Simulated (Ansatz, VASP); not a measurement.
## Cu: VASP beside Ansatz

File INCAR:

```
SYSTEM = Cu
AGGAC = 1.0
AGGAX = 1.0
ALDAC = 0.0
ALDAX = 1.0
ALGO = Normal
EDIFF = 1E-6
EDIFFG = -0.01
ENCUT = 600
GGA = B5
IBRION = 2
ISIF = 3
ISMEAR = -1
LASPH = .True.
LCHARG = .False.
LREAL = .False.
LWAVE = .False.
NELM = 100
NSW = 60
PREC = Accurate
SIGMA = 0.05
```

File KPOINTS:

```
k-points
0
Gamma
  12 12 7
  0 0 0
```

Contents of POSCAR:

```
Cu
1.0
    2.5340966698      0.0000000000      0.0000000000
   -1.2670483349      2.1945920917      0.0000000000
    0.0000000000      0.0000000000      4.1125710000
Cu
2
Direct
    0.6666666667      0.3333333333      0.7500000000
    0.3333333333      0.6666666667      0.2500000000
```

The input input.yaml:

```yaml
crystal:
  lattice:
    - [2.5340966698, 0.0, 0.0]
    - [-1.2670483349, 2.1945920917, 0.0]
    - [0.0, 0.0, 4.112571]
  atoms:
    - { symbol: Cu, position: [0.6666666667, 0.3333333333, 0.75] }
    - { symbol: Cu, position: [0.3333333333, 0.6666666667, 0.25] }
hamiltonian:
  xc: blyp
  pseudopotentials: { kind: paw }
kpoints:
  mp_grid: { grid: [12, 12, 7] }
scf:
  occupations: { method: fermi_dirac, width: 0.05 }
output:
  forces: true
  stress: true
  eigenvalues: true
relax:
  f_tol: 0.01
  max_steps: 40
  cell: { stress_tol: 0.05 }
```

Alike in both runs: task relaxation of cell and atoms; functional BLYP; k mesh 12 × 12 × 7; occupations fermi-dirac, width 0.05 eV; no spin polarisation.

|  | VASP | Ansatz |
| --- | --- | --- |
| version | VASP 6.6.1 | Ansatz 0.2.0 |
| potentials or method | VASP PAW PBE potentials, release 64 (Cu) | Ansatz PAW |
| plane-wave cutoff (eV) | 600 | 420 |
| valence electrons in the cell | 22 | 38 |

```csv
,VASP,Ansatz,Ansatz less VASP
"gap on the k mesh at the Fermi level, each at its own relaxed structure (eV)",none,none,-
relaxed volume (Å³/atom),12.81,12.74,-0.071
relaxed cell length with the largest relative difference (Å),2.638,2.633,-0.0055
```

VASP's potentials were made for PBE, not for BLYP. A gap of «none» marks a metal or a gap that the smearing closes. VASP's potentials hold 22 valence electrons a cell and Ansatz's 38, so a difference there can come from the potentials and not from the codes.

Noted on Ansatz's run: the plane-wave basis is chosen anew once the cell has moved, so the energies of steps on either side of that aren't comparable.
